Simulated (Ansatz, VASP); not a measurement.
**Two plane-wave programs on SiGe**

```
CELL_PARAMETERS angstrom
3.70923 0.00000 0.00000
-1.85461 3.21229 0.00000
0.00000 0.00000 6.12824
ATOMIC_POSITIONS crystal
Si 0.66667 0.33333 0.87461
Si 0.33333 0.66667 0.37461
Ge 0.66667 0.33333 0.50039
Ge 0.33333 0.66667 0.00039
```

Change from the starting cell: strain -0.050 along x and y, -0.050 along z, atoms carried along.

Alike in both runs: task single point; functional PBEsol; k mesh 12 × 12 × 6; occupations gaussian, width 0.03 eV; no spin polarisation.

```csv
,VASP,Ansatz
version,VASP 6.6.1,Ansatz 0.2.0
potentials or method,"VASP PAW PBE potentials, release 64 (Si, Ge_d), cutoff 520 eV","scalar-relativistic, plane waves, PAW"
valence electrons in the cell,36,36
```

|  | VASP | Ansatz | Ansatz less VASP |
| --- | --- | --- | --- |
| gap on the k mesh at the Fermi level (eV) | 0.06 | 0.06 | -0.001 |
| least direct gap on the mesh (eV) | 0.84 | 0.83 | -0.007 |
| pressure (GPa) | 17.0 | 17.1 | +0.03 |
| rms of the force components (eV/Å) | 0.052 | 0.052 | +0.0005 |

VASP's potentials were made for PBE, not for PBEsol. Atom by atom the forces differ by 0.000 eV/Å (rms over components). With one functional, cell and mesh, what is left measures potentials, basis and numerics.
